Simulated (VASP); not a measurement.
Here is a VASP 6.6.1 calculation.

The input INCAR:

```
PREC     = Accurate       # precision mode
ENCUT    = 520            # plane-wave cutoff, eV
EDIFF    = 1E-6           # SCF threshold, eV
ISMEAR   = 0              # smearing method
SIGMA    = 0.05           # smearing width, eV
LREAL    = Auto         
LASPH    = True           # aspherical terms in the spheres
NELM     = 60             # most SCF steps
ALGO     = Normal         # electronic algorithm
ISIF     = 2              # what is computed and relaxed
LWAVE    = False          # write WAVECAR
LCHARG   = True           # write CHGCAR
LELF     = True           # ELF
LVHAR    = True         
NBANDS   = 48             # bands
```

Contents of KPOINTS:

```
regular mesh
0
Gamma
  2 2 2
```

POSCAR

```
Si
1.0
    0.0000000000      5.4300000000      5.4300000000
    5.4300000000      0.0000000000      5.4300000000
    5.4300000000      5.4300000000      0.0000000000
Si
17
Direct
    0.0152977901     -0.0468535912      0.0159173112
    0.1153837937      0.1206200737      0.1156889503
   -0.0235497238      0.0047602210      0.5096646409
    0.1151407919      0.1206984346      0.6486032228
   -0.0017114180      0.4924246777     -0.0011802947
    0.1407207182      0.5770177716      0.1411932781
   -0.0017562615      0.4925174033      0.5105610497
    0.1142892265      0.6329592081      0.6264463168
    0.5091357274      0.0047145488     -0.0231103131
    0.6479482505      0.1206082873      0.1156747698
    0.5087309392      0.0048944751      0.5093727440
    0.6090387661      0.1719323204      0.6094914365
    0.5100930018      0.4924314917     -0.0012121547
    0.6259166667      0.6329118785      0.1148492634
    0.4837237569      0.5479871087      0.4842703499
    0.6258870166      0.6330899632      0.6264299263
    0.3118103131      0.0632683241      0.3124311234
```

Potentials or basis: VASP PAW LDA potentials, release 64 (Si).

Run with:

```console
$ cat potpaw_LDA.64/Si/POTCAR > POTCAR
$ mpirun -np 1 vasp_std > vasp.out
```

(1) What does it give for the band gap on the k mesh?

(2) Predict the pressure.

(3) Estimate the largest force.

Answers

(1) zero (bands 34 and 35 overlap by 0.03 eV).

(2) 1.4 GPa.

(3) 0.004 eV/Å.

Caveat: the k points lie up to 0.50 Å⁻¹ apart.
